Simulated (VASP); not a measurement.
# WS2 (P6_3/mmc) in VASP: notebook, part 2 of 2

VASP 6.6.1. The steps go on from the part before.

## (4) Single point, PBEsol+D3(BJ) (17.47 Å³/atom)

This run uses another cell than the first one, of 17.47 Å³/atom.

File INCAR:

```
PREC = Accurate
ENCUT = 520
EDIFF = 1E-6
ISMEAR = 0
SIGMA = 0.02
LREAL = False
LASPH = True
NELM = 100
ALGO = Normal
ISIF = 2
LWAVE = False
LCHARG = True
GGA = PS
IVDW = 12
LELF = True
LVHAR = True
NBANDS = 35
```

File KPOINTS:

```
regular mesh
0
Gamma
  12 12 4
```

File POSCAR:

```
WS2
1.0
    3.1415683495      0.0000000000      0.0000000000
   -1.5707841748      2.7206779984      0.0000000000
    0.0000000000      0.0000000000     12.2660186960
W S
2 4
Direct
    0.3333333333      0.6666666667      0.2500000000
    0.6666666667      0.3333333333      0.7500000000
    0.3333333333      0.6666666667      0.6221480422
    0.6666666667      0.3333333333      0.1221480422
    0.3333333333      0.6666666667      0.8778519578
    0.6666666667      0.3333333333      0.3778519578
```

Potentials or basis: VASP PAW PBE potentials, release 64 (W_sv, S).

Run with:

```
$ cat potpaw_PBE.64/W_sv/POTCAR potpaw_PBE.64/S/POTCAR > POTCAR
$ mpirun -np 1 vasp_std > vasp.out
```

OUTCAR:

```text
PREC = Accurate
   ENCUT = 520
   EDIFF = 1E-6
   ISMEAR = 0
   LREAL = False
   LASPH = True
   NELM = 100
   ISIF = 2
   GGA = PS
   IVDW = 12
 IVDW          = 12

 ion  position               nearest neighbor table
   1  0.333  0.667  0.250-   4 2.40   6 2.40   4 2.40   6 2.40   4 2.40   6 2.40
   2  0.667  0.333  0.750-   3 2.40   5 2.40   3 2.40   5 2.40   3 2.40   5 2.40
   3  0.333  0.667  0.622-   2 2.40   2 2.40   2 2.40
   4  0.667  0.333  0.122-   1 2.40   1 2.40   1 2.40
   5  0.333  0.667  0.878-   2 2.40   2 2.40   2 2.40
[... 1127 lines left out ...]
  -------------------------------------------------------------------------------------
  Total      -1.91027    -1.91027    -1.79393     0.00000     0.00000     0.00000
  in kB     -29.19294   -29.19294   -27.41504     0.00000     0.00000     0.00000
  external pressure =      -28.60 kB  Pullay stress =        0.00 kB

 VOLUME and BASIS-vectors are now :
 -----------------------------------------------------------------------------
  energy-cutoff  :      520.00
  volume of cell :      104.84
      direct lattice vectors                 reciprocal lattice vectors
     3.141568349  0.000000000  0.000000000     0.318312349  0.183777720  0.000000000
    -1.570784175  2.720677998  0.000000000     0.000000000  0.367555440  0.000000000
     0.000000000  0.000000000 12.266018696     0.000000000  0.000000000  0.081526046

 POSITION                                       TOTAL-FORCE (eV/Angst)
 -----------------------------------------------------------------------------------
     -0.00000      1.81379      3.06650         0.000000     -0.000000      0.000000
      1.57078      0.90689      9.19951        -0.000000      0.000000      0.000000
     -0.00000      1.81379      7.63128        -0.000000      0.000000     -0.019715
      1.57078      0.90689      1.49827         0.000000     -0.000000     -0.019715
     -0.00000      1.81379     10.76775        -0.000000     -0.000000      0.019715
      1.57078      0.90689      4.63474         0.000000      0.000000      0.019715
 -----------------------------------------------------------------------------------
    total drift:                               -0.000000      0.000000     -0.000000

  FREE ENERGIE OF THE ION-ELECTRON SYSTEM (eV)
  ---------------------------------------------------
  free  energy   TOTEN  =       -52.8870120101 eV

  energy  without entropy=      -52.8870120101  energy(sigma->0) =      -52.88701201
```

OSZICAR:

```text
N       E                     dE             d eps       ncg     rms          rms(c)
DAV:   1     0.507626652822E+03    0.50763E+03   -0.28486E+04  4342   0.149E+03
DAV:   2    -0.199356263054E+02   -0.52756E+03   -0.50938E+03  4579   0.410E+02
DAV:   3    -0.522903286861E+02   -0.32355E+02   -0.31821E+02  4961   0.967E+01
DAV:   4    -0.530746271011E+02   -0.78430E+00   -0.78036E+00  4837   0.156E+01
DAV:   5    -0.530897848514E+02   -0.15158E-01   -0.15148E-01  4833   0.232E+00    0.399E+01
DAV:   6    -0.509153933949E+02    0.21744E+01   -0.71448E+00  4562   0.181E+01    0.168E+01
DAV:   7    -0.506855138804E+02    0.22988E+00   -0.24448E+00  4335   0.790E+00    0.649E+00
DAV:   8    -0.505440862720E+02    0.14143E+00   -0.39172E-01  4487   0.426E+00    0.214E+00
DAV:   9    -0.505449171332E+02   -0.83086E-03   -0.50750E-02  4945   0.113E+00    0.116E+00
DAV:  10    -0.505424096810E+02    0.25075E-02   -0.25755E-02  4751   0.104E+00    0.452E-01
DAV:  11    -0.505418963669E+02    0.51331E-03   -0.42374E-03  4324   0.405E-01    0.173E-01
DAV:  12    -0.505418740192E+02    0.22348E-04   -0.16490E-04  4493   0.765E-02    0.747E-02
DAV:  13    -0.505418800025E+02   -0.59833E-05   -0.26796E-05  4590   0.316E-02    0.430E-02
DAV:  14    -0.505418825499E+02   -0.25473E-05   -0.16245E-05  4201   0.231E-02    0.329E-02
DAV:  15    -0.505418813720E+02    0.11778E-05   -0.29635E-06  3365   0.125E-02    0.172E-02
DAV:  16    -0.505418814221E+02   -0.50083E-07   -0.17252E-06  2640   0.549E-03
   1 F= -.52887012E+02 E0= -.52887012E+02  d E =-.270475E-84
```

Wall time 74 s (1 thread of Intel Xeon 6975P-C (Granite Rapids), shared host); peak memory 0.33 GiB.

Results:

```
Free energy                : -52.8870 eV
Pressure                   : -2.9 GPa
Largest force              : 0.020 eV/Å
Band gap on the k mesh     : 0.93 eV (least direct gap 1.86 eV)
Dispersion energy per atom : -0.391 eV
```

Forces in eV/Å, atoms in the order of the input:
```
W    0.000  0.000  0.000
W    0.000  0.000  0.000
S    0.000  0.000 -0.020
S    0.000  0.000 -0.020
S    0.000  0.000  0.020
S    0.000  0.000  0.020
```

Levels at points of the mesh, in eV from the valence-band top:
```tsv
k point	band 24	band 25	band 26	band 27	band 28	band 29
(0.00, 0.00, 0.00)	-1.49	-1.30	0.00	2.34	2.34	2.35
(0.50, 0.00, 0.00)	-1.75	-1.73	-1.56	2.36	2.41	2.60
(0.00, 0.00, 0.50)	-2.21	-0.32	-0.32	2.33	2.33	2.33
(0.50, 0.00, 0.50)	-1.84	-1.64	-1.64	2.38	2.38	2.80
```

Caveat: the PAW data sets were made with another functional, which shifts forces and pressure a little; spin-orbit coupling is left out, which moves the levels of the heavy elements. A k mesh can miss the band edges.

## (5) Single point, PBEsol+D3(BJ) (18.13 Å³/atom)

This run uses another cell than the first one, of 18.13 Å³/atom.

File INCAR:

```
SYSTEM = WS2
  PREC = Accurate
  ENCUT = 520
  EDIFF = 1E-6
  ISMEAR = 0
  SIGMA = 0.02
  LREAL = .False.
  LASPH = .True.
  NELM = 60
  ALGO = Normal
  ISIF = 2
  LWAVE = .False.
  LCHARG = .False.
  GGA = PS
  IVDW = 12
  NBANDS = 35
```

File KPOINTS:

```
Automatic mesh
0
Gamma
  12 12 4
  0 0 0
```

File POSCAR:

```
WS2
1.0
    3.1491738704      0.0000000000      0.0000000000
   -1.5745869352      2.7272645727      0.0000000000
    0.0000000000      0.0000000000     12.6674788929
W S
2 4
Direct
    0.3333333333      0.6666666667      0.2500000000
    0.6666666667      0.3333333333      0.7500000000
    0.3333333333      0.6666666667      0.6262765883
    0.6666666667      0.3333333333      0.1262765883
    0.3333333333      0.6666666667      0.8737234117
    0.6666666667      0.3333333333      0.3737234117
```

Run with:

```
$ cat potpaw_PBE.64/W_sv/POTCAR potpaw_PBE.64/S/POTCAR > POTCAR
$ mpirun -np 1 vasp_std > vasp.out
```

It took 71 s on 1 thread of Intel Xeon 6975P-C (Granite Rapids), shared host; peak memory 0.34 GiB.

It converged, with:

```yaml
Free_energy: -52.8049 eV
Pressure: -3.6 GPa
Largest_force: 0.021 eV/Å
Band_gap_on_the_k_mesh: 1.10 eV (least direct gap 1.85 eV)
Dispersion_energy_per_atom: -0.375 eV
```

Forces in eV/Å, atoms in the order of the input:
```
W    0.000  0.000  0.000
W    0.000  0.000  0.000
S    0.000  0.000 -0.021
S    0.000  0.000 -0.021
S    0.000  0.000  0.021
S    0.000  0.000  0.021
```

Levels at points of the mesh, in eV from the valence-band top:
| k point | band 23 | band 24 | band 25 | band 26 | band 27 | band 28 | band 29 | band 30 |
| --- | --- | --- | --- | --- | --- | --- | --- | --- |
| (0.00, 0.00, 0.00) | -2.09 | -1.63 | -1.12 | 0.00 | 2.44 | 2.44 | 2.45 | 2.45 |
| (0.50, 0.00, 0.00) | -1.80 | -1.66 | -1.58 | -1.46 | 2.45 | 2.48 | 2.73 | 3.00 |
| (0.00, 0.00, 0.50) | -2.11 | -2.11 | -0.33 | -0.33 | 2.44 | 2.44 | 2.44 | 2.44 |
| (0.50, 0.00, 0.50) | -1.73 | -1.73 | -1.51 | -1.51 | 2.46 | 2.46 | 2.89 | 2.89 |

Caveat: the cell stands under tension; the PAW data sets were made with another functional, which shifts forces and pressure a little; spin-orbit coupling is left out, which moves the levels of the heavy elements.

## (6) Summary

```csv
cell,gap on the mesh (eV),pressure (GPa),largest force (eV/Å)
"a = 3.115, b = 3.115, c = 11.772 Å, angles 90.0, 90.0, 120.0°, 6 atoms, atomic positions A",0.68,0.1,0.02
"a = 3.130, b = 3.130, c = 12.011 Å, angles 90.0, 90.0, 120.0°, 6 atoms, atomic positions B",0.81,-1.6,0.02
"a = 3.142, b = 3.142, c = 12.266 Å, angles 90.0, 90.0, 120.0°, 6 atoms, atomic positions C",0.93,-2.9,0.02
"a = 3.149, b = 3.149, c = 12.667 Å, angles 90.0, 90.0, 120.0°, 6 atoms, atomic positions D",1.10,-3.6,0.02
```

Alike in all rows: task single point; level PBEsol+D3(BJ); potentials or basis VASP PAW PBE potentials, release 64 (W_sv, S); no spin polarisation; k mesh 12 × 12 × 4; cutoff (eV) 520; smearing gaussian 0.02 eV.

Caveats: the PAW data sets were made with another functional, which shifts forces and pressure a little; spin-orbit coupling is left out, which moves the levels of the heavy elements; the cell stands under tension (at least some runs).

Total energies depend on the potentials used, so only differences within one code and one set of settings carry meaning.
